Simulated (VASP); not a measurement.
A run of VASP 6.6.1 is set up as follows.

INCAR

```
SYSTEM = SiMo3
PREC = Accurate
ENCUT = 600
EDIFF = 1E-6
ISMEAR = -1
SIGMA = 0.1
LREAL = .False.
LASPH = .True.
NELM = 80
ALGO = Normal
ISIF = 3
LWAVE = .False.
LCHARG = .False.
GGA = PE
IBRION = 2
NSW = 80
EDIFFG = -0.01
```

KPOINTS

```
regular mesh
0
Gamma
  7 7 7
  0 0 0
```

File POSCAR:

```
SiMo3
1.0
    4.8890000000      0.0000000000      0.0000000000
    0.0000000000      4.8890000000      0.0000000000
    0.0000000000      0.0000000000      4.8890000000
Si Mo
2 6
Direct
    0.0000000000      0.0000000000      0.0000000000
    0.5000000000      0.5000000000      0.5000000000
    0.2500000000      0.0000000000      0.5000000000
    0.5000000000      0.7500000000      0.0000000000
    0.7500000000      0.0000000000      0.5000000000
    0.5000000000      0.2500000000      0.0000000000
    0.0000000000      0.5000000000      0.7500000000
    0.0000000000      0.5000000000      0.2500000000
```

Potentials or basis: VASP PAW PBE potentials, release 64 (Si, Mo_sv).

The run is started by

```bash
$ cat potpaw_PBE.64/Si/POTCAR potpaw_PBE.64/Mo_sv/POTCAR > POTCAR
$ mpirun -np 1 vasp_std > vasp.out
```

Predict the relaxed cell.

a = 4.908 Å, b = 4.908 Å, c = 4.908 Å, α = 90.00°, β = 90.00°, γ = 90.00°.

Estimate the space group after relaxing (to 0.1 Å).

Pm-3n (No. 223).

What does it give for the band gap on the k mesh?

Zero (bands 46 and 47 overlap by 1.95 eV).

Step by step:
```csv
step,energy change (eV),largest force (eV/Å),pressure (GPa),volume (Å³)
1,0.0000,0.0000,2.97,116.86
2,0.0544,0.0000,-6.40,121.49
3,-0.0125,0.0000,-0.03,118.24
```

PBE usually gives volumes a little too large and moduli too small. Zero-point motion and thermal expansion aren't in these numbers.
